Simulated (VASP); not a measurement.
Here is a VASP 6.6.1 calculation.

INCAR

```
SYSTEM = Nb2WSe5
PREC = Accurate ; ENCUT = 600
EDIFF = 1E-6 ; ISMEAR = 0
SIGMA = 0.15 ; LREAL = .FALSE.
LASPH = .TRUE. ; NELM = 60
ALGO = Normal ; ISIF = 3
LWAVE = .FALSE. ; LCHARG = .FALSE.
GGA = PE ; IBRION = 2
NSW = 36 ; EDIFFG = -0.08
```

KPOINTS

```
Automatic mesh
0
G
  4 4 1
  0 0 0
```

POSCAR

```
Nb2WSe5
1.0
    3.4300000000      0.0000000000      0.0000000000
   -1.7150000000      2.9704671300      0.0000000000
    0.0000000000      0.0000000000     16.8000000000
Nb W Se
2 1 5
Direct
    0.3333333300      0.6666666700      0.6000000000
    0.3333333300      0.6666666700      0.4000000000
    0.0000000000      0.0000000000      0.0000000000
    0.3333333300      0.6666666700      0.9000000000
    0.3333333300      0.6666666700      0.1000000000
    0.0000000000      0.0000000000      0.5000000000
    0.0000000000      0.0000000000      0.7000000000
    0.0000000000      0.0000000000      0.3000000000
```

Potentials or basis: VASP PAW PBE potentials, release 64 (Nb_sv, W_sv, Se).

The run is started by

```console
$ cat potpaw_PBE.64/Nb_sv/POTCAR potpaw_PBE.64/W_sv/POTCAR potpaw_PBE.64/Se/POTCAR > POTCAR
$ mpirun -np 1 vasp_std > vasp.out
```

Task: Predict the band gap on the k mesh.

Result: Zero (filled and empty bands touch).

Task: What does it give for the space group after relaxing (to 0.1 Å)?

Result: P-6m2 (No. 187).

Task: Estimate the relaxed volume.

Result: 21.48 Å³/atom.

Final structure:
```yaml
crystal:
  lattice:
    - [3.39815, 0.00000, 0.00000]
    - [-1.69907, 2.94288, 0.00000]
    - [0.00000, 0.00000, 17.18737]
  atoms:
    - { symbol: Nb, position: [0.33333, 0.66667, 0.60233] }
    - { symbol: Nb, position: [0.33333, 0.66667, 0.39767] }
    - { symbol: W, position: [0.00000, 0.00000, 0.00000] }
    - { symbol: Se, position: [0.33333, 0.66667, 0.90392] }
    - { symbol: Se, position: [0.33333, 0.66667, 0.09608] }
    - { symbol: Se, position: [0.00000, 0.00000, 0.50000] }
    - { symbol: Se, position: [0.00000, 0.00000, 0.70111] }
    - { symbol: Se, position: [0.00000, 0.00000, 0.29889] }
```

Caveat: the k points lie up to 0.53 Å⁻¹ apart in the final cell; spin-orbit coupling is left out, which moves the levels of the heavy elements; this functional lacks dispersion, which binds layers or chains, so the pressure and a relaxed spacing across them are unreliable.
